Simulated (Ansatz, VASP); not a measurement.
Ir: VASP beside Ansatz

INCAR

```
PREC = Accurate ; ENCUT = 520
EDIFF = 1E-6 ; ISMEAR = -5
SIGMA = 0.05 ; LREAL = False
LASPH = True ; NELM = 150
ALGO = Fast ; ISIF = 2
LWAVE = False ; LCHARG = False
MAGMOM = 0 0 0 ; LORBIT = 11
LSORBIT = True ; GGA_COMPAT = False
LORBMOM = True ; LMAXMIX = 4
NBANDS = 20
```

KPOINTS

```
Automatic mesh
0
Gamma
  12 12 12
```

Contents of POSCAR:

```
Ir
1.0
    0.0000000000      2.0069541081      2.0069541081
    2.0069541081      0.0000000000      2.0069541081
    2.0069541081      2.0069541081      0.0000000000
Ir
1
Direct
    0.0000000000      0.0000000000      0.0000000000
```

Contents of input.yaml:

```yaml
crystal:
  lattice:
    - [0.0, 2.0069541081, 2.0069541081]
    - [2.0069541081, 0.0, 2.0069541081]
    - [2.0069541081, 2.0069541081, 0.0]
  atoms:
    - { symbol: Ir, position: [0.0, 0.0, 0.0] }
hamiltonian:
  xc: lda
  pseudopotentials: { kind: paw_fr }
magnetization:
  noncollinear: true
  spin_orbit: true
kpoints:
  mp_grid: { grid: [12, 12, 12] }
scf:
  occupations: { method: tetrahedron }
  n_extra_bands: 12
output:
  optics: { e_range: [0, 14], sigma: 0.1, nscf_kmesh: { grid: [16, 16, 16] } }
```

Change from the starting cell: volume scaled by 1.15.

Alike in both runs: functional LDA; k mesh 12 × 12 × 12; occupations tetrahedron; non-collinear spin, spin-orbit coupling.

|  | VASP | Ansatz |
| --- | --- | --- |
| version | VASP 6.6.1 | Ansatz 0.2.0 |
| potentials or method | VASP PAW LDA potentials, release 64 (Ir) | Ansatz PAW |
| plane-wave cutoff (eV) | 520 | 420 |
| valence electrons in the cell | 9 | 17 |
| task | single point | optical spectrum |

|  | VASP | Ansatz | Ansatz less VASP |
| --- | --- | --- | --- |
| net moment per atom (μB) | 0.00 | 0.00 | 0.000 |

LDA's correlation is that of Perdew and Zunger in VASP and of Perdew and Wang (1992) in Ansatz. VASP's potentials hold 9 valence electrons a cell and Ansatz's 17, so a difference there can come from the potentials and not from the codes.

Noted on VASP's run: the cell as given lies far from equilibrium.
